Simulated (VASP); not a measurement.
# Cl (P6_3/mmc) in VASP: further runs, part 2 of 2

VASP 6.6.1. Earlier steps stand in the parts before.

## Step 4: Single point, LDA (volume scaled by 0.45)

INCAR reads:

```
SYSTEM = Cl
PREC     = Accurate       ! precision mode
ENCUT    = 520            ! plane-wave cutoff, eV
EDIFF    = 1E-6           ! SCF threshold, eV
ISMEAR   = -1             ! smearing method
SIGMA    = 0.1            ! smearing width, eV
LREAL    = .False.        ! projectors in reciprocal space
LASPH    = .True.         ! aspherical terms in the spheres
NELM     = 60             ! most SCF steps
ALGO     = Normal         ! electronic algorithm
ISIF     = 2              ! what is computed and relaxed
LWAVE    = .False.        ! write WAVECAR
LCHARG   = .True.         ! write CHGCAR
LELF     = .True.         ! ELF
LVHAR    = .True.       
NBANDS   = 14             ! bands
```

KPOINTS reads:

```
Automatic mesh
0
Gamma
  15 15 8
  0 0 0
```

POSCAR reads:

```
Cl
1.0
    2.2515451597      0.0000000000      0.0000000000
   -1.1257725798      1.9498953061      0.0000000000
    0.0000000000      0.0000000000      3.9945712492
Cl
2
Direct
    0.3333333333      0.6666666667      0.2500000000
    0.6666666667      0.3333333333      0.7500000000
```

Potentials or basis: VASP PAW LDA potentials, release 64 (Cl).

On the command line:

```sh
cat potpaw_LDA.64/Cl/POTCAR > POTCAR
mpirun -np 1 vasp_std > vasp.out
```

OUTCAR:

```text
SYSTEM = Cl
   PREC = Accurate
   ENCUT = 520
   EDIFF = 1E-6
   ISMEAR = -1
   LREAL = .False.
   LASPH = .True.
   NELM = 60
   ISIF = 2

 ion  position               nearest neighbor table
   1  0.333  0.667  0.250-   2 2.38   2 2.38   2 2.38   2 2.38   2 2.38   2 2.38
   2  0.667  0.333  0.750-   1 2.38   1 2.38   1 2.38   1 2.38   1 2.38   1 2.38

  LATTYP: Found a hexagonal cell.
 ALAT       =     2.2515451597
 C/A-ratio  =     1.7741466264

  Lattice vectors:

 A1 = (   2.2515451597,   0.0000000000,   0.0000000000)
 A2 = (  -1.1257725798,   1.9498953061,   0.0000000000)
 A3 = (   0.0000000000,   0.0000000000,   3.9945712492)

Analysis of symmetry for initial positions (statically):
=====================================================================
 Subroutine PRICEL returns:
 Original cell was already a primitive cell.

 Routine SETGRP: Setting up the symmetry group for a
 hexagonal supercell.

 Subroutine GETGRP returns: Found 24 space group operations
 (whereof 12 operations were pure point group operations)
 out of a pool of 24 trial point group operations.

The static configuration has the point symmetry D_3d.
 The point group associated with its full space group is D_6h.

Analysis of symmetry for dynamics (positions and initial velocities):
=====================================================================
 Subroutine PRICEL returns:
 Original cell was already a primitive cell.

 Routine SETGRP: Setting up the symmetry group for a
 hexagonal supercell.

 Subroutine GETGRP returns: Found 24 space group operations
 (whereof 12 operations were pure point group operations)
 out of a pool of 24 trial point group operations.

The dynamic configuration has the point symmetry D_3d.
 The point group associated with its full space group is D_6h.

 Subroutine INISYM returns: Found 24 space group operations
 (whereof 12 operations are pure point group operations),
 and found     1 'primitive' translations

----------------------------------------------------------------------------------------

                                     Primitive cell

  volume of cell :      17.5373

  direct lattice vectors                    reciprocal lattice vectors
     2.251545160  0.000000000  0.000000000     0.444139437  0.256424024  0.000000000
    -1.125772580  1.949895306  0.000000000     0.000000000  0.512848047  0.000000000
     0.000000000  0.000000000  3.994571249     0.000000000  0.000000000  0.250339758

  length of vectors
     2.251545160  2.251545160  3.994571249     0.512848047  0.512848047  0.250339758

  position of ions in fractional coordinates (direct lattice)
     0.333333333  0.666666667  0.250000000
     0.666666667  0.333333333  0.750000000

  ion indices of the primitive-cell ions
   primitive index   ion index
                 1           1
                 2           2

----------------------------------------------------------------------------------------

 KPOINTS: Automatic mesh

Automatic generation of k-mesh.
 Grid dimensions read from file:
 generate k-points for:   15   15    8

[... 42 lines left out ...]
  0.333333  0.200000  0.000000     12.000000
  0.400000  0.200000  0.000000      6.000000
 [... further k-points ...]
   k-points           NKPTS =    135   k-points in BZ     NKDIM =    135   number of bands    NBANDS=     14
   number of dos      NEDOS =    301   number of ions     NIONS =      2
   total plane-waves  NPLWV =   9720
   dimension x,y,z NGX =    18 NGY =   18 NGZ =   30
   dimension x,y,z NGXF=    36 NGYF=   36 NGZF=   60
   ions per type =               2
   NGX,Y,Z   is equivalent  to a cutoff of  13.29, 13.29, 12.49 a.u.
   NGXF,Y,Z  is equivalent  to a cutoff of  26.58, 26.58, 24.97 a.u.
 SYSTEM =  Cl
   PREC   = accura    normal or accurate (medium, high low for compatibility)
   ISTART =      0    job   : 0-new  1-cont  2-samecut
   ICHARG =      2    charge: 1-file 2-atom 10-const
   ISPIN  =      1    spin polarized calculation?
   LNONCOLLINEAR =      F non collinear calculations
   LSORBIT =      F    spin-orbit coupling
   LASPH  =      T    aspherical Exc in radial PAW
   ENCUT  =  520.0 eV  38.22 Ry    6.18 a.u.   4.19  4.19  7.43*2*pi/ulx,y,z
   NELM   =     60;   NELMIN=  2; NELMDL= -5     # of ELM steps
   EDIFF  = 0.1E-05   stopping-criterion for ELM
   LREAL  =      F    real-space projection
   EDIFFG = 0.1E-04   stopping-criterion for IOM
   NSW    =      0    number of steps for IOM
   IBRION =     -1    ionic relax: 0-MD 1-quasi-New 2-CG
   NFREE  =      0    steps in history (QN), initial steepest desc. (CG)
   ISIF   =      2    stress and relaxation
   ISYM   =      2    0-nonsym 1-usesym 2-fastsym
   POTIM  = 0.5000    time-step for ionic-motion
   TEBEG  =    0.0;   TEEND  =   0.0 temperature during run
   PSTRESS=    0.0 pullay stress
   NELECT =      14.0000    total number of electrons
   NUPDOWN=      -1.0000    fix difference up-down
   EMIN   =  10.00;   EMAX   =-10.00  energy-range for DOS
   EFERMI =   0.00;   METHOD = LEGACY
   ISMEAR =    -1;   SIGMA  =   0.10  broadening in eV -4-tet -1-fermi 0-gaus
   EFERMI_NEDOS =   21; number of points for ismear=-14 and -15
   IALGO  =     38    algorithm
   IMIX   =      4    mixing-type and parameters
     AMIX     =   0.40;   BMIX     =  1.00
     AMIX_MAG =   1.60;   BMIX_MAG =  1.00
  volume/ion in A,a.u.               =       8.77        59.17
  Fermi-wavevector in a.u.,A,eV,Ry     =   1.518670  2.869871 31.379921  2.306359
  Thomas-Fermi vector in A             =   2.627760
   LORBIT       =      0    0 simple, 1 ext, 2 COOP (PROOUT), +10 PAW based schemes
   GGA     = CA    functional components
   LHFCALC =     F    Hartree Fock is set to
   AEXX    =    0.0000 exact exchange contribution
   IVDW    =     0    specifies the selected vdW correction
   LEPSILON=     F    determine dielectric tensor
   LRPA    =     F    only Hartree local field effects (RPA)
 non-spin polarized calculation
  energy-cutoff  :      520.00
  volume of cell :       17.54
 maximum number of plane-waves:       489
 NGX is ok and might be reduce to    18
   NGX =  9   NGY =  9   NGZ = 15

 number of electron      13.9999991 magnetization

 Free energy of the ion-electron system (eV)
  ---------------------------------------------------
  ext. energy  EPLUGINS =         0.00000000
  ---------------------------------------------------
  free energy    TOTEN  =         3.24493569 eV

  energy without entropy =        3.27401781  energy(sigma->0) =        3.25947675

 E-fermi :  17.2267     XC(G=0): -14.4472

 val. band max:       17.2117641565   @ k =   0.3333   0.0000   0.5000
 cond. band min:      17.2295888002   @ k =   0.1333   0.1333   0.1250
 fundamental gap:      0.0178246437
 Fermi energy:        17.2267341559

 k-point     1 :       0.0000    0.0000    0.0000
  band No.  band energies     occupation
      1      -8.9205      2.00000
      2      -2.7561      2.00000
      3       2.5542      2.00000
      4      19.4957      0.00000
      5      20.1386      0.00000
      6      20.1386      0.00000
      7      21.8786      0.00000
      8      21.8786      0.00000
      9      27.6437      0.00000
     10      30.2057      0.00000
     11      30.7990      0.00000
     12      30.7990      0.00000
     13      32.7608      0.00000
     14      32.7608      0.00000
[... 377 lines left out ...]
      1      -0.1433      2.00000
      2       1.4621      2.00000
      3       6.1830      2.00000
      4       7.7580      2.00000
      5       9.1936      2.00000
      6      10.4380      2.00000
      7      12.9869      2.00000
      8      13.6197      2.00000
      9      21.6364      0.00000
     10      29.4548      0.00000
     11      31.4525      0.00000
     12      34.0198      0.00000
     13      34.5300      0.00000
     14      36.2141      0.00000

 [... further k-points ...]

------------------------ aborting loop because EDIFF is reached ----------------------------------------

  FORCE on cell =-STRESS in cart. coord.  units (eV):
  Direction    XX          YY          ZZ          XY          YZ          ZX
  --------------------------------------------------------------------------------------
  -------------------------------------------------------------------------------------
  Total       22.0420755     22.0420755     22.0785019      0.0000000      0.0000000      0.0000000
  in kB     2013.7286092   2013.7286092   2017.0564643      0.0000001      0.0000000      0.0000000
  external PRESSURE =    2014.8378942 kB  Pullay stress =       0.0000000 kB

 VOLUME and BASIS-vectors are now :
 -----------------------------------------------------------------------------
  energy-cutoff  :      520.00
  volume of cell :       17.54
      direct lattice vectors                 reciprocal lattice vectors
     2.251545160  0.000000000  0.000000000     0.444139437  0.256424024  0.000000000
    -1.125772580  1.949895306  0.000000000     0.000000000  0.512848047  0.000000000
     0.000000000  0.000000000  3.994571249     0.000000000  0.000000000  0.250339758

 POSITION                                       TOTAL-FORCE (eV/Angst)
 -----------------------------------------------------------------------------------
     -0.00000      1.29993      0.99864         0.000000      0.000000      0.000000
      1.12577      0.64997      2.99593        -0.000000     -0.000000      0.000000
 -----------------------------------------------------------------------------------
    total drift:                               -0.000000      0.000000      0.000000

  FREE ENERGIE OF THE ION-ELECTRON SYSTEM (eV)
  ---------------------------------------------------
  free  energy   TOTEN  =         3.2449356870 eV

  energy  without entropy=        3.2740178059  energy(sigma->0) =        3.25947675
```

Run time: 10 s. Hardware: 1 thread of Intel Xeon 6975P-C (Granite Rapids), shared host; peak memory 0.13 GiB.

Results:

| Quantity | Value |
| --- | --- |
| Free energy | 3.2449 eV |
| Pressure | 201.5 GPa |
| Band gap on the k mesh | zero (band 7 reaches 21.88 eV, above the bottom of band 8 at 12.11 eV) |

Levels at points of the mesh, in eV from the Fermi level:
```tsv
k point	band 3	band 4	band 5	band 6	band 7	band 8	band 9	band 10	band 11	band 12
(0.00, 0.00, 0.00)	-14.67	2.27	2.91	2.91	4.65	4.65	10.42	12.98	13.57	13.57
(0.00, 0.00, 0.50)	-6.87	-6.87	3.80	3.80	3.80	3.80	13.44	13.44	13.44	13.44
```

Caveat: the cell differs from its parent crystal (volume scaled by 0.45).

## Step 5: Single point, LDA

This run uses another cell than the first one, of 10.13 Å³/atom, 1.156 times its volume.

INCAR reads:

```
SYSTEM = Cl
ALGO     = Normal         ! electronic algorithm
EDIFF    = 1E-6           ! SCF threshold, eV
ENCUT    = 520            ! plane-wave cutoff, eV
GGA      = CA             ! functional
ISIF     = 2              ! what is computed and relaxed
ISMEAR   = -1             ! smearing method
LASPH    = .True.         ! aspherical terms in the spheres
LCHARG   = .False.        ! write CHGCAR
LREAL    = .False.        ! projectors in reciprocal space
LWAVE    = .False.        ! write WAVECAR
NBANDS   = 14             ! bands
NELM     = 60             ! most SCF steps
PREC     = Accurate       ! precision mode
SIGMA    = 0.1            ! smearing width, eV
```

KPOINTS reads:

```
k-points
0
Gamma
  15 15 8
  0 0 0
```

POSCAR reads:

```
Cl
1.0
    2.5028999274      0.0000000000      0.0000000000
   -1.2514499637      2.1675749203      0.0000000000
    0.0000000000      0.0000000000      3.7353848629
Cl
2
Direct
    0.3333333333      0.6666666667      0.2500000000
    0.6666666667      0.3333333333      0.7500000000
```

On the command line:

```sh
cat potpaw_LDA.64/Cl/POTCAR > POTCAR
mpirun -np 1 vasp_std > vasp.out
```

Wall time 11 s (1 thread of Intel Xeon 6975P-C (Granite Rapids), shared host); peak memory 0.13 GiB.

The run converged. Its results:

```
Free energy            : 0.5961 eV
Pressure               : 124.1 GPa
Band gap on the k mesh : zero (band 7 reaches 16.26 eV, above the bottom of band 8 at 9.88 eV)
```

Stress tensor (GPa, compression positive):
```
124.01   0.00   0.00
  0.00 124.01   0.00
  0.00   0.00 124.21
```

Levels at points of the mesh, in eV from the Fermi level:
```tsv
k point	band 5	band 6	band 7	band 8	band 9	band 10
(0.00, 0.00, 0.00)	-0.58	1.92	1.92	3.90	8.22	12.29
(0.00, 0.00, 0.50)	0.67	0.67	0.67	0.67	10.50	10.50
```
